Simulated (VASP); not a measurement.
A run of VASP 6.6.1 is set up as follows.

INCAR

```
SYSTEM = Cd2BiO2
ALGO     = Normal         ! electronic algorithm
EDIFF    = 1E-6           ! SCF threshold, eV
EDIFFG   = -0.04          ! ionic threshold
ENCUT    = 600            ! plane-wave cutoff, eV
GGA      = PE             ! functional
IBRION   = 2              ! ionic algorithm
ISIF     = 3              ! what is computed and relaxed
ISMEAR   = 0              ! smearing method
LASPH    = .True.         ! aspherical terms in the spheres
LCHARG   = .False.        ! write CHGCAR
LREAL    = .False.        ! projectors in reciprocal space
LWAVE    = .False.        ! write WAVECAR
NELM     = 100            ! most SCF steps
NSW      = 90             ! ionic steps
PREC     = Accurate       ! precision mode
SIGMA    = 0.1            ! smearing width, eV
```

The input KPOINTS:

```
k-points
0
Gamma
  6 6 4
  0 0 0
```

POSCAR

```
Cd2BiO2
1.0
    4.8700737700      0.0000000000      0.0000000000
   -2.4350368800      4.2176076000      0.0000000000
    0.0000000000      0.0000000000      4.9507455800
Cd Bi O
2 1 2
Direct
    0.3333333300      0.6666666700      0.5000000000
    0.6666666700      0.3333333300      0.5000000000
    0.0000000000      0.0000000000      0.0000000000
    0.0000000000      0.0000000000      0.6779067700
    0.0000000000      0.0000000000      0.3220932300
```

Potentials or basis: VASP PAW PBE potentials, release 64 (Cd, Bi_d, O).

Launch:

```console
$ cat potpaw_PBE.64/Cd/POTCAR potpaw_PBE.64/Bi_d/POTCAR potpaw_PBE.64/O/POTCAR > POTCAR
$ mpirun -np 1 vasp_std > vasp.out
```

**Question.** Estimate the band gap on the k mesh.

**Answer.** Zero (an odd number of electrons rules out a gap without spin polarisation).

**Question.** Estimate the space group after relaxing (to 0.1 Å).

**Answer.** P6/mmm (No. 191).

**Question.** What does it give for the relaxed volume?

**Answer.** 23.36 Å³/atom.

Forces in eV/Å, atoms in the order of the input:
```
Cd   0.000  0.000  0.000
Cd   0.000  0.000  0.000
Bi   0.000  0.000  0.000
O    0.000  0.000 -0.036
O    0.000  0.000  0.036
```

Caveat: a cell axis changed by over 15 % at a fixed basis, so the end point is rough; spin-orbit coupling is left out, which moves the levels of the heavy elements; an odd number of electrons without spin polarisation forces a metal; a magnetic or distorted state may lie lower.
